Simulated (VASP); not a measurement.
Crystal: C.

```
C
1.0
     0.02614    1.77066    1.77066
     1.77066    0.02614    1.77066
     1.77066    1.77066    0.02614
C
2
Direct
  0.00017 0.00017 0.00017
  0.24983 0.24983 0.24983
```

This cell differs from its parent crystal: epitaxial 111 strain -2.0%.

Base run:

| Quantity | Value |
| --- | --- |
| Program | VASP 6.6.1 |
| Functional | r2SCAN |
| Potentials or basis | VASP PAW PBE potentials, release 64 (C) |
| Cutoff | 520 eV |
| k mesh | 12 × 12 × 12 |
| Occupations | gaussian, width 0.01 eV |
| Spin | no spin polarisation |

Its results: band gap on the k mesh 4.40 eV, indirect (least direct gap 5.45 eV); pressure 20.1 GPa; largest force 0.010 eV/Å.

Problem. The run is repeated on the same cell with these changes: functional from r2SCAN to PBE; occupations from gaussian, width 0.01 eV to fermi-dirac, width 0.02 eV. What comes out?

Solution. Band gap on the k mesh 4.21 eV, indirect (least direct gap 5.22 eV); pressure 23.8 GPa; largest force 0.037 eV/Å.

Caveats: the PAW data sets were made with another functional, which shifts forces and pressure a little (some runs).

A k mesh can miss the band edges.
